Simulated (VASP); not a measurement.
# ZnCu (Pm-3m) in VASP: further runs, part 2 of 2

VASP 6.6.1. The steps go on from the part before.

## (5) Single point, PBEsol

This run uses another cell than the first one, of 12.32 Å³/atom, 0.928 times its volume.

The input, INCAR:

```
PREC = Accurate
ENCUT = 520
EDIFF = 1E-7
ISMEAR = -1
SIGMA = 0.05
LREAL = F
LASPH = T
NELM = 80
ALGO = Fast
ISIF = 2
LWAVE = F
LCHARG = F
GGA = PS
NBANDS = 18
```

The input, KPOINTS:

```
regular mesh
0
Gamma
  9 9 9
```

The input, POSCAR:

```
ZnCu
1.0
    2.9100282825      0.0000000000      0.0000000000
    0.0000000000      2.9100282825      0.0000000000
    0.0000000000      0.0000000000      2.9100282825
Zn Cu
1 1
Direct
    0.5000000000      0.5000000000      0.5000000000
    0.0000000000      0.0000000000      0.0000000000
```

Potentials or basis: VASP PAW PBE potentials, release 64 (Zn, Cu).

Launch:

```sh
cat potpaw_PBE.64/Zn/POTCAR potpaw_PBE.64/Cu/POTCAR > POTCAR
mpirun -np 1 vasp_std > vasp.out
```

OUTCAR:

```text
PREC = Accurate
   ENCUT = 520
   EDIFF = 1E-7
   ISMEAR = -1
   LREAL = F
   LASPH = T
   NELM = 80
   ISIF = 2
   GGA = PS

 ion  position               nearest neighbor table
   1  0.500  0.500  0.500-   2 2.52   2 2.52   2 2.52   2 2.52   2 2.52   2 2.52   2 2.52   2 2.52

   2  0.000  0.000  0.000-   1 2.52   1 2.52   1 2.52   1 2.52   1 2.52   1 2.52   1 2.52   1 2.52

  LATTYP: Found a simple cubic cell.
 ALAT       =     2.9100282825

  Lattice vectors:

 A1 = (   2.9100282825,   0.0000000000,   0.0000000000)
 A2 = (   0.0000000000,   2.9100282825,   0.0000000000)
 A3 = (   0.0000000000,   0.0000000000,   2.9100282825)

Analysis of symmetry for initial positions (statically):
=====================================================================
 Subroutine PRICEL returns:
 Original cell was already a primitive cell.

 Routine SETGRP: Setting up the symmetry group for a
 simple cubic supercell.

 Subroutine GETGRP returns: Found 48 space group operations
 (whereof 48 operations were pure point group operations)
 out of a pool of 48 trial point group operations.

The static configuration has the point symmetry O_h .

Analysis of symmetry for dynamics (positions and initial velocities):
=====================================================================
 Subroutine PRICEL returns:
 Original cell was already a primitive cell.

 Routine SETGRP: Setting up the symmetry group for a
 simple cubic supercell.

 Subroutine GETGRP returns: Found 48 space group operations
 (whereof 48 operations were pure point group operations)
 out of a pool of 48 trial point group operations.

The dynamic configuration has the point symmetry O_h .

 Subroutine INISYM returns: Found 48 space group operations
 (whereof 48 operations are pure point group operations),
 and found     1 'primitive' translations

----------------------------------------------------------------------------------------

                                     Primitive cell

  volume of cell :      24.6429

  direct lattice vectors                    reciprocal lattice vectors
     2.910028282  0.000000000  0.000000000     0.343639272  0.000000000  0.000000000
     0.000000000  2.910028282  0.000000000     0.000000000  0.343639272  0.000000000
     0.000000000  0.000000000  2.910028282     0.000000000  0.000000000  0.343639272

  length of vectors
     2.910028282  2.910028282  2.910028282     0.343639272  0.343639272  0.343639272

  position of ions in fractional coordinates (direct lattice)
     0.500000000  0.500000000  0.500000000
     0.000000000  0.000000000  0.000000000

  ion indices of the primitive-cell ions
   primitive index   ion index
                 1           1
                 2           2

----------------------------------------------------------------------------------------

 KPOINTS: regular mesh

Automatic generation of k-mesh.
 Grid dimensions read from file:
 generate k-points for:    9    9    9

 Generating k-lattice:

  Cartesian coordinates                     Fractional coordinates (reciprocal lattice)
     0.038182141  0.000000000  0.000000000     0.111111111  0.000000000  0.000000000
     0.000000000  0.038182141  0.000000000     0.000000000  0.111111111  0.000000000
     0.000000000  0.000000000  0.038182141     0.000000000  0.000000000  0.111111111

  Length of vectors
     0.038182141  0.038182141  0.038182141

  Shift w.r.t. Gamma in fractional coordinates (k-lattice)
     0.000000000  0.000000000  0.000000000

 Subroutine IBZKPT returns following result:
 ===========================================

 Found     35 irreducible k-points:

 Following reciprocal coordinates:
            Coordinates               Weight
  0.000000  0.000000  0.000000      1.000000
  0.111111  0.000000  0.000000      6.000000
  0.222222  0.000000  0.000000      6.000000
  0.333333  0.000000  0.000000      6.000000
  0.444444  0.000000  0.000000      6.000000
  0.111111  0.111111  0.000000     12.000000
[... 16 lines left out ...]
  0.333333  0.333333  0.111111     24.000000
  0.444444  0.333333  0.111111     48.000000
 [... further k-points ...]
   k-points           NKPTS =     35   k-points in BZ     NKDIM =     35   number of bands    NBANDS=     18
   number of dos      NEDOS =    301   number of ions     NIONS =      2
   total plane-waves  NPLWV =  13824
   dimension x,y,z NGX =    24 NGY =   24 NGZ =   24
   dimension x,y,z NGXF=    48 NGYF=   48 NGZF=   48
   ions per type =               1   1
   NGX,Y,Z   is equivalent  to a cutoff of  13.71, 13.71, 13.71 a.u.
   NGXF,Y,Z  is equivalent  to a cutoff of  27.42, 27.42, 27.42 a.u.
 SYSTEM =  unknown system
   PREC   = accura    normal or accurate (medium, high low for compatibility)
   ISTART =      0    job   : 0-new  1-cont  2-samecut
   ICHARG =      2    charge: 1-file 2-atom 10-const
   ISPIN  =      1    spin polarized calculation?
   LNONCOLLINEAR =      F non collinear calculations
   LSORBIT =      F    spin-orbit coupling
   LASPH  =      T    aspherical Exc in radial PAW
   ENCUT  =  520.0 eV  38.22 Ry    6.18 a.u.   5.41  5.41  5.41*2*pi/ulx,y,z
   NELM   =     80;   NELMIN=  2; NELMDL= -5     # of ELM steps
   EDIFF  = 0.1E-06   stopping-criterion for ELM
   LREAL  =      F    real-space projection
   EDIFFG = 0.1E-05   stopping-criterion for IOM
   NSW    =      0    number of steps for IOM
   IBRION =     -1    ionic relax: 0-MD 1-quasi-New 2-CG
   NFREE  =      0    steps in history (QN), initial steepest desc. (CG)
   ISIF   =      2    stress and relaxation
   ISYM   =      2    0-nonsym 1-usesym 2-fastsym
   POTIM  = 0.5000    time-step for ionic-motion
   TEBEG  =    0.0;   TEEND  =   0.0 temperature during run
   PSTRESS=    0.0 pullay stress
   NELECT =      23.0000    total number of electrons
   NUPDOWN=      -1.0000    fix difference up-down
   EMIN   =  10.00;   EMAX   =-10.00  energy-range for DOS
   EFERMI =   0.00;   METHOD = LEGACY
   ISMEAR =    -1;   SIGMA  =   0.05  broadening in eV -4-tet -1-fermi 0-gaus
   EFERMI_NEDOS =   21; number of points for ismear=-14 and -15
   IALGO  =     68    algorithm
   IMIX   =      4    mixing-type and parameters
     AMIX     =   0.40;   BMIX     =  1.00
     AMIX_MAG =   1.60;   BMIX_MAG =  1.00
  volume/ion in A,a.u.               =      12.32        83.15
  Fermi-wavevector in a.u.,A,eV,Ry     =   1.599878  3.023331 34.825608  2.559610
  Thomas-Fermi vector in A             =   2.697102
   LORBIT       =      0    0 simple, 1 ext, 2 COOP (PROOUT), +10 PAW based schemes
   GGA     = PS    functional components
   LHFCALC =     F    Hartree Fock is set to
   AEXX    =    0.0000 exact exchange contribution
   IVDW    =     0    specifies the selected vdW correction
   LEPSILON=     F    determine dielectric tensor
   LRPA    =     F    only Hartree local field effects (RPA)
 non-spin polarized calculation
 RMM-DIIS sequential band-by-band and
  energy-cutoff  :      520.00
  volume of cell :       24.64
 maximum number of plane-waves:       691
 NGX is ok and might be reduce to    24
   NGX = 11   NGY = 11   NGZ = 11

 number of electron      22.9999984 magnetization

 Free energy of the ion-electron system (eV)
  ---------------------------------------------------
  ext. energy  EPLUGINS =         0.00000000
  ---------------------------------------------------
  free energy    TOTEN  =        -6.08187489 eV

  energy without entropy =       -6.07786761  energy(sigma->0) =       -6.07987125

 E-fermi :   5.7628     XC(G=0): -12.7687

 val. band max:        5.6672383630   @ k =   0.3333   0.3333   0.0000
 cond. band min:       5.8694795843   @ k =   0.4444   0.4444   0.2222
 fundamental gap:      0.2022412212
 Fermi energy:         5.7628286836

 k-point     1 :       0.0000    0.0000    0.0000
  band No.  band energies     occupation
      1      -4.9376      2.00000
      2      -2.2337      2.00000
      3      -2.2337      2.00000
      4      -1.4737      2.00000
      5      -1.4737      2.00000
      6      -1.4737      2.00000
[... 10 lines left out ...]
     17      18.5451      0.00000
     18      29.5063      0.00000

 k-point     2 :       0.1111    0.0000    0.0000
  band No.  band energies     occupation
      1      -4.7090      2.00000
      2      -2.2049      2.00000
      3      -2.1827      2.00000
      4      -1.4941      2.00000
      5      -1.4941      2.00000
      6      -1.4627      2.00000
[... 10 lines left out ...]
     17      20.1066      0.00000
     18      27.4879      0.00000
[... 442 lines left out ...]
 k-point    24 :       0.4444    0.3333    0.1111
  band No.  band energies     occupation
      1      -2.2979      2.00000
      2      -2.0049      2.00000
      3      -1.7780      2.00000
      4      -1.7157      2.00000
      5      -1.3834      2.00000
      6       0.5041      2.00000
[... 10 lines left out ...]
     17      21.3348      0.00000
     18      22.4820      0.00000

 [... further k-points ...]
[... 5 lines left out ...]
  --------------------------------------------------------------------------------------
  -------------------------------------------------------------------------------------
  Total        0.1196678      0.1196678      0.1196678      0.0000000      0.0000000     -0.0000000
  in kB        7.7803008      7.7803008      7.7803008      0.0000000      0.0000000     -0.0000000
  external PRESSURE =       7.7803008 kB  Pullay stress =       0.0000000 kB

 VOLUME and BASIS-vectors are now :
 -----------------------------------------------------------------------------
  energy-cutoff  :      520.00
  volume of cell :       24.64
      direct lattice vectors                 reciprocal lattice vectors
     2.910028282  0.000000000  0.000000000     0.343639272  0.000000000  0.000000000
     0.000000000  2.910028282  0.000000000     0.000000000  0.343639272  0.000000000
     0.000000000  0.000000000  2.910028282     0.000000000  0.000000000  0.343639272

 POSITION                                       TOTAL-FORCE (eV/Angst)
 -----------------------------------------------------------------------------------
      1.45501      1.45501      1.45501         0.000000      0.000000      0.000000
      0.00000      0.00000      0.00000         0.000000      0.000000      0.000000
 -----------------------------------------------------------------------------------
    total drift:                                0.000000      0.000000     -0.000000

  FREE ENERGIE OF THE ION-ELECTRON SYSTEM (eV)
  ---------------------------------------------------
  free  energy   TOTEN  =        -6.0818748939 eV

  energy  without entropy=       -6.0778676102  energy(sigma->0) =       -6.07987125
```

Run time: 35 s. Hardware: 1 thread of Intel Xeon 8259CL, shared host; peak memory 0.14 GiB.

Results:

* Free energy: -6.0819 eV
* Pressure: 0.8 GPa

Caveat: the PAW data sets were made with another functional, which shifts forces and pressure a little.

## (6) Single point, PBEsol+D4

This run uses another cell than the first one, of 12.04 Å³/atom, 0.906 times its volume.

The input, INCAR:

```
PREC = Accurate ; ENCUT = 520
EDIFF = 1E-7 ; ISMEAR = -1
SIGMA = 0.05 ; LREAL = F
LASPH = T ; NELM = 80
ALGO = Normal ; ISIF = 2
LWAVE = F ; LCHARG = F
GGA = PS ; IVDW = 13
NBANDS = 18
```

The input, KPOINTS:

```
Automatic mesh
0
Gamma
  9 9 9
```

The input, POSCAR:

```
ZnCu
1.0
    2.8875940569      0.0000000000      0.0000000000
    0.0000000000      2.8875940569      0.0000000000
    0.0000000000      0.0000000000      2.8875940569
Zn Cu
1 1
Direct
    0.5000000000      0.5000000000      0.5000000000
    0.0000000000      0.0000000000      0.0000000000
```

Potentials or basis: VASP PAW PBE potentials, release 64 (Zn, Cu).

Launch:

```sh
cat potpaw_PBE.64/Zn/POTCAR potpaw_PBE.64/Cu/POTCAR > POTCAR
mpirun -np 1 vasp_std > vasp.out
```

Run time: 22 s. Hardware: 1 thread of Intel Xeon 8259CL, shared host; peak memory 0.14 GiB.

Results (log left out):

```yaml
Free_energy: -6.6216 eV
Pressure: 0.8 GPa
Dispersion_energy_per_atom: -0.274 eV
```

Levels at points of the mesh, in eV from the Fermi level:
| k point | band 8 | band 9 | band 10 | band 11 | band 12 | band 13 | band 14 | band 15 |
| --- | --- | --- | --- | --- | --- | --- | --- | --- |
| (0.00, 0.00, 0.00) | -3.80 | -2.89 | -2.89 | -2.89 | 6.35 | 6.35 | 6.35 | 11.59 |

Caveat: the PAW data sets were made with another functional, which shifts forces and pressure a little; pairwise dispersion overbinds metals, which lowers pressure and volume.

## (7) The runs side by side

| level | cell | cutoff (eV) | gap on the mesh (eV) | pressure (GPa) |
| --- | --- | --- | --- | --- |
| r2SCAN | a = 2.984 Å, 2 atoms | 660 | none | -6.9 |
| PBEsol+D3(BJ) | a = 2.867 Å, 2 atoms | 520 | none | 0.9 |
| PBEsol+D3(BJ) | a = 2.878 Å, 2 atoms | 520 | none | -1.0 |
| PBEsol | a = 2.910 Å, 2 atoms | 520 | none | 0.8 |
| PBEsol+D4 | a = 2.888 Å, 2 atoms | 520 | none | 0.8 |

Alike in all rows: task single point; potentials or basis VASP PAW PBE potentials, release 64 (Zn, Cu); no spin polarisation; k mesh 9 × 9 × 9; smearing fermi-dirac 0.05 eV.

Caveats: the PAW data sets were made with another functional, which shifts forces and pressure a little; pairwise dispersion overbinds metals, which lowers pressure and volume (some runs); three body term missing (some runs).

Absolute energies hang on the potentials; compare differences alone.
